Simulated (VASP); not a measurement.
Wanted: the native input for a VASP 6.6.1 run.

* Task: single point
* Functional: PBE
* Potentials or basis: VASP PAW PBE potentials, release 64 (Si, O)
* Cutoff: 520 eV
* k mesh: 6 × 6 × 6
* Occupations: gaussian, width 0.05 eV
* Spin: no spin polarisation
* Dipole correction: no
* Further INCAR settings: ALGO = Normal; EDIFF = 1e-06; NBANDS = 40

The structure of Si4O7 (a cell with a defect) lies in POSCAR:

```
Si4O7
1.0
    0.0000000000      4.2357990674     -2.6899428419
    0.0000000000     -4.2357990674     -2.6899428419
   -4.2357990674      0.0000000000      2.6899428419
Si O
4 7
Direct
    0.2500000000      0.7500000000      0.5000000000
    0.7500000000      0.2500000000      0.5000000000
    0.0000000000      0.0000000000      1.0000000000
    0.5000000000      0.5000000000      1.0000000000
    1.0000000000      0.3069827092      0.3069827092
    0.5569827092      0.7500000000      0.8069827092
    0.0569827092      0.2500000000      0.8069827092
    0.0000000000      0.6930172908      0.6930172908
    0.5000000000      0.2412716135      0.7412716135
    0.9430172908      0.7500000000      0.1930172908
    0.4430172908      0.2500000000      0.1930172908
```

This cell differs from its parent crystal: atoms taken out, atom 9 moved -0.125 of the way to it and +0.000 Å across, host rigid.

The input as run:

INCAR

```
SYSTEM = Si4O7
  PREC = Accurate
  ENCUT = 520
  EDIFF = 1E-6
  ISMEAR = 0
  SIGMA = 0.05
  LREAL = .False.
  LASPH = .True.
  NELM = 60
  ALGO = Normal
  ISIF = 2
  LWAVE = .False.
  LCHARG = .True.
  GGA = PE
  LELF = .True.
  LVHAR = .True.
  NBANDS = 40
```

KPOINTS

```
Automatic mesh
0
Gamma
  6 6 6
  0 0 0
```

Potentials or basis: VASP PAW PBE potentials, release 64 (Si, O).

Run with:

```sh
$ cat potpaw_PBE.64/Si/POTCAR potpaw_PBE.64/O/POTCAR > POTCAR
$ mpirun -np 1 vasp_std > vasp.out
```

It gave:

* Pressure: 2.8 GPa
* Largest force: 8.780 eV/Å
* Band gap on the k mesh: 1.98 eV

Caveat: the cell differs from its parent crystal (atoms taken out, atom 9 moved -0.125 of the way to it and +0.000 Å across, host rigid).

Run time: 6.1 min on 1 thread of Intel Xeon 8259CL, on a shared host, peak memory 0.3 GiB.
